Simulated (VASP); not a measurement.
Here is a VASP 6.6.1 calculation.

INCAR

```
SYSTEM = C
  PREC = Accurate
  ENCUT = 520
  EDIFF = 1E-7
  ISMEAR = 0
  SIGMA = 0.01
  LREAL = .False.
  LASPH = .True.
  NELM = 100
  ALGO = Normal
  ISIF = 2
  LWAVE = .False.
  LCHARG = .False.
  GGA = CA
  IBRION = 2
  NSW = 50
  EDIFFG = -0.002
```

Contents of KPOINTS:

```
Automatic mesh
0
Gamma
  12 12 12
  0 0 0
```

File POSCAR:

```
C
1.0
    1.2285423880      0.7092992784      3.3529383042
   -1.2285423880      0.7092992784      3.3529383042
    0.0000000000     -1.4185985568      3.3529383042
C
2
Direct
    0.8333828132      0.8333828132      0.8333828132
    0.1666171868      0.1666171868      0.1666171868
```

Potentials or basis: VASP PAW LDA potentials, release 64 (C).

Run with:

```sh
$ cat potpaw_LDA.64/C/POTCAR > POTCAR
$ mpirun -np 1 vasp_std > vasp.out
```

Estimate the energy gained by relaxing.

0.0 meV/atom.

Final structure:
```
CELL_PARAMETERS angstrom
1.22854 0.70930 3.35294
-1.22854 0.70930 3.35294
0.00000 -1.41860 3.35294
ATOMIC_POSITIONS crystal
C 0.83342 0.83342 0.83342
C 0.16658 0.16658 0.16658
```
